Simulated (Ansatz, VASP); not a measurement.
**P4C in VASP and in Ansatz**

Contents of INCAR:

```
PREC     = Accurate       # precision mode
ENCUT    = 600            # plane-wave cutoff, eV
EDIFF    = 1E-6           # SCF threshold, eV
ISMEAR   = 0              # smearing method
SIGMA    = 0.1            # smearing width, eV
LREAL    = False          # projectors in reciprocal space
LASPH    = True           # aspherical terms in the spheres
NELM     = 80             # most SCF steps
ALGO     = Normal         # electronic algorithm
ISIF     = 3              # what is computed and relaxed
LWAVE    = False          # write WAVECAR
LCHARG   = False          # write CHGCAR
GGA      = PE             # functional
IBRION   = 2              # ionic algorithm
NSW      = 100            # ionic steps
EDIFFG   = -0.01          # ionic threshold
```

KPOINTS

```
regular mesh
0
Gamma
  10 10 10
```

File POSCAR:

```
P4C
1.0
    4.0229158170      0.0000000000      0.0000000000
    0.0000000000      4.0229158170      0.0000000000
    0.0000000000      0.0000000000      4.0229158170
P C
4 1
Direct
    0.5000000000      0.0000000000      0.0000000000
    0.0000000000      0.5000000000      0.0000000000
    0.0000000000      0.0000000000      0.5000000000
    0.5000000000      0.5000000000      0.5000000000
    0.0000000000      0.0000000000      0.0000000000
```

Input for Ansatz:

```yaml
crystal:
  lattice:
    - [4.022915817, 0.0, 0.0]
    - [0.0, 4.022915817, 0.0]
    - [0.0, 0.0, 4.022915817]
  atoms:
    - { symbol: P, position: [0.5, 0.0, 0.0] }
    - { symbol: P, position: [0.0, 0.5, 0.0] }
    - { symbol: P, position: [0.0, 0.0, 0.5] }
    - { symbol: P, position: [0.5, 0.5, 0.5] }
    - { symbol: C, position: [0.0, 0.0, 0.0] }
basis:
  ecutwfc: 420
kpoints:
  mp_grid: { grid: [10, 10, 10] }
hamiltonian:
  xc: pbe
scf:
  occupations: { method: gaussian, width: 0.1 }
output:
  forces: true
  stress: true
  eigenvalues: true
  write_density: true
  write_potential: true
  elf: true
  volumetric_format: npy
relax:
  adjacent_minimum: "off"
  f_tol: 0.01
  max_steps: 80
  cell: { stress_tol: 0.05 }
```

Change from the starting cell: species swapped into the Co4N type (Pm-3m, No. 221).

Alike in both runs: task relaxation of cell and atoms; functional PBE; k mesh 10 × 10 × 10; occupations gaussian, width 0.1 eV; no spin polarisation.

|  | VASP | Ansatz |
| --- | --- | --- |
| version | VASP 6.6.1 | Ansatz 0.2.0 |
| potentials or method | VASP PAW PBE potentials, release 64 (P, C), cutoff 600 eV | scalar-relativistic, plane waves, PAW |
| valence electrons in the cell | 24 | 24 |

Ansatz gave:

| Property | Result |
| --- | --- |
| gap on the k mesh at the Fermi level, each at its own relaxed structure (eV) | none |
| relaxed volume (Å³/atom) | 13.20 |
| relaxed length of the cell vector where the two differ most in proportion (Å) | 4.041 |

Problem. Which values does VASP return?

Solution. gap on the k mesh at the Fermi level, each at its own relaxed structure (eV): none; relaxed volume (Å³/atom): 13.17; relaxed length of the cell vector where the two differ most in proportion (Å): 4.039.

A gap of «none» marks a metal or a gap that the smearing closes.
